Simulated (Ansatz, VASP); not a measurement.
## Two plane-wave programs on Mo

```
Mo
1.0
     0.00000    2.82571    2.82571
     2.82571    0.00000    2.82571
     2.82571    2.82571    0.00000
Mo
2
Direct
  0.12500 0.12500 0.12500
  0.87500 0.87500 0.87500
```

Alike in both runs: task single point; functional r2SCAN; k mesh 11 × 11 × 11; occupations fermi-dirac, width 0.1 eV; no spin polarisation.

```csv
,VASP,Ansatz
version,VASP 6.6.1,Ansatz 0.2.0
potentials or method,"VASP PAW PBE potentials, release 64 (Mo_sv), cutoff 520 eV","plane waves (500 eV) with PAW, scalar-relativistic"
valence electrons in the cell,28,28
```

Ansatz gave:

- pressure (GPa): 0.0

**Question.** Which values does VASP return?

**Answer.** Pressure (GPa): 0.8.

VASP's potentials were made for PBE, not for r2SCAN.
